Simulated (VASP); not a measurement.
Input of a VASP 6.6.1 run:

The input INCAR:

```
PREC = Accurate
ENCUT = 600
EDIFF = 1E-6
ISMEAR = -1
SIGMA = 0.05
LREAL = F
LASPH = T
NELM = 120
ALGO = Normal
ISIF = 2
LWAVE = F
LCHARG = T
LELF = T
LVHAR = T
NBANDS = 22
GGA_COMPAT = F
```

The input KPOINTS:

```
regular mesh
0
Gamma
  10 10 6
```

POSCAR

```
Ta2N
1.0
    3.1334770837      0.0000000000      0.0000000000
   -1.5667385418      2.7136707566      0.0000000000
    0.0000000000      0.0000000000      4.9020925425
Ta N
2 1
Direct
    0.3333333333      0.6666666667      0.2547110000
    0.6666666667      0.3333333333      0.7452890000
    0.0000000000      0.0000000000      0.0000000000
```

Potentials or basis: VASP PAW LDA potentials, release 64 (Ta_sv_GW, N).

Launch:

```console
$ cat potpaw_LDA.64/Ta_sv_GW/POTCAR potpaw_LDA.64/N/POTCAR > POTCAR
$ mpirun -np 1 vasp_std > vasp.out
```

(1) What does it give for the pressure?

(2) What does it give for the largest force?

Answers

(1) -18.6 GPa.

(2) 0.520 eV/Å.
